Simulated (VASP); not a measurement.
Wanted: the native input for a VASP 6.6.1 run.

| Property | Result |
| --- | --- |
| Task | single point |
| Functional | PBE |
| Potentials or basis | VASP PAW PBE potentials, release 64 (Y_sv) |
| Cutoff | 520 eV |
| k mesh | 8 × 8 × 5 |
| Occupations | fermi-dirac, width 0.05 eV |
| Spin | no spin polarisation |
| Dipole correction | no |
| Further INCAR settings | ALGO = Normal; EDIFF = 1e-06; NBANDS = 18 |

The structure of Y lies in POSCAR:

```
Y
1.0
    3.5729423729      0.0000000000      0.0000000000
   -1.7864711865      3.0942588613      0.0000000000
    0.0000000000      0.0000000000      5.6136161546
Y
2
Direct
    0.6666666667      0.3333333333      0.7500000000
    0.3333333333      0.6666666667      0.2500000000
```

This cell differs from its parent crystal: volume scaled by 0.94.

One way to write it, as run:

INCAR

```
PREC     = Accurate       # precision mode
ENCUT    = 520            # plane-wave cutoff, eV
EDIFF    = 1E-6           # SCF threshold, eV
ISMEAR   = -1             # smearing method
SIGMA    = 0.05           # smearing width, eV
LREAL    = F              # projectors in reciprocal space
LASPH    = T              # aspherical terms in the spheres
NELM     = 100            # most SCF steps
ALGO     = Normal         # electronic algorithm
ISIF     = 2              # what is computed and relaxed
LWAVE    = F              # write WAVECAR
LCHARG   = F              # write CHGCAR
GGA      = PE             # functional
NBANDS   = 18             # bands
```

KPOINTS

```
Automatic mesh
0
Gamma
  8 8 5
```

Potentials or basis: VASP PAW PBE potentials, release 64 (Y_sv).

Command:

```console
$ cat potpaw_PBE.64/Y_sv/POTCAR > POTCAR
$ mpirun -np 1 vasp_std > vasp.out
```

It gave:

| Property | Result |
| --- | --- |
| Pressure | 2.4 GPa |
| Band gap on the k mesh | zero (band 11 reaches 4.34 eV, above the bottom of band 12 at 2.88 eV) |

Run time: 32 s on 1 thread of Intel(R) Xeon(R) Platinum 8259CL CPU @ 2.50GHz (Skylake/Cascade Lake) (shared host), peak memory 0.2 GiB.
